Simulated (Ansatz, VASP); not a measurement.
Mn2FeN2: VASP beside Ansatz

Contents of INCAR:

```
PREC = Accurate ; ENCUT = 700
EDIFF = 1E-6 ; ISMEAR = 0
SIGMA = 0.1 ; LREAL = False
LASPH = True ; NELM = 200
ALGO = Normal ; ISIF = 2
LWAVE = False ; LCHARG = False
ISPIN = 2 ; MAGMOM = 4 4 4 0 0
LORBIT = 11 ; LMAXMIX = 4
GGA = PE ; NBANDS = 40
GGA_COMPAT = False
```

File KPOINTS:

```
Automatic mesh
0
Gamma
  6 6 4
```

POSCAR

```
Mn2FeN2
1.0
    2.6151203308     -1.5150963246      0.0000000000
    2.6151203308      1.5150963246      0.0000000000
   -0.0147385655      0.0000000000      5.9273082974
Mn Fe N
2 1 2
Direct
    0.3333755000      0.3333755000      0.1669290000
    0.6666245000      0.6666245000      0.8330710000
    0.0000000000      0.0000000000      0.5000000000
    0.3324760000      0.3324760000      0.7375550000
    0.6675240000      0.6675240000      0.2624450000
```

Input for Ansatz:

```yaml
crystal:
  lattice:
    - [2.6151203308, -1.5150963246, 0.0]
    - [2.6151203308, 1.5150963246, 0.0]
    - [-0.0147385655, 0.0, 5.9273082974]
  atoms:
    - { symbol: Mn, position: [0.3333755, 0.3333755, 0.166929], spin: 4.0 }
    - { symbol: Mn, position: [0.6666245, 0.6666245, 0.833071], spin: 4.0 }
    - { symbol: Fe, position: [0.0, 0.0, 0.5], spin: 4.0 }
    - { symbol: "N", position: [0.332476, 0.332476, 0.737555] }
    - { symbol: "N", position: [0.667524, 0.667524, 0.262445] }
basis:
  ecutwfc: 420
kpoints:
  mp_grid: { grid: [6, 6, 4] }
hamiltonian:
  xc: pbe
scf:
  occupations: { method: gaussian, width: 0.1 }
output:
  forces: true
  stress: true
  eigenvalues: true
  populations: true
magnetization:
  spin_polarized: true
```

Alike in both runs: task single point; functional PBE; k mesh 6 × 6 × 4; occupations gaussian, width 0.1 eV; collinear spin.

|  | VASP | Ansatz |
| --- | --- | --- |
| version | VASP 6.6.1 | Ansatz 0.2.0 |
| potentials or method | VASP PAW PBE potentials, release 64 (Mn_sv, Fe_sv, N), cutoff 700 eV | scalar-relativistic, plane waves, PAW |
| valence electrons in the cell | 56 | 56 |

|  | VASP | Ansatz | Ansatz less VASP |
| --- | --- | --- | --- |
| gap on the k mesh at the Fermi level (eV) | none | none | - |
| pressure (GPa) | -3.1 | -2.0 | +1.12 |
| traceless stress, the component that is largest in VASP (GPa) | 1.62 | 1.52 | -0.102 |
| rms of the force components (eV/Å) | 0.112 | 0.108 | -0.0041 |
| net moment per atom (μB) | 0.38 | 0.38 | +0.001 |
| size of the moment on the site where the two differ most (μB) | 0.32 | 0.28 | -0.040 |

Site moments also hang on the region over which each program counts them. Atom by atom the forces differ by 0.005 eV/Å (rms over components). A gap of «none» marks a metal or a gap that the smearing closes. Ansatz's warnings: seeded moment not kept.

The k mesh is coarse, so the values compare programs but aren't converged.
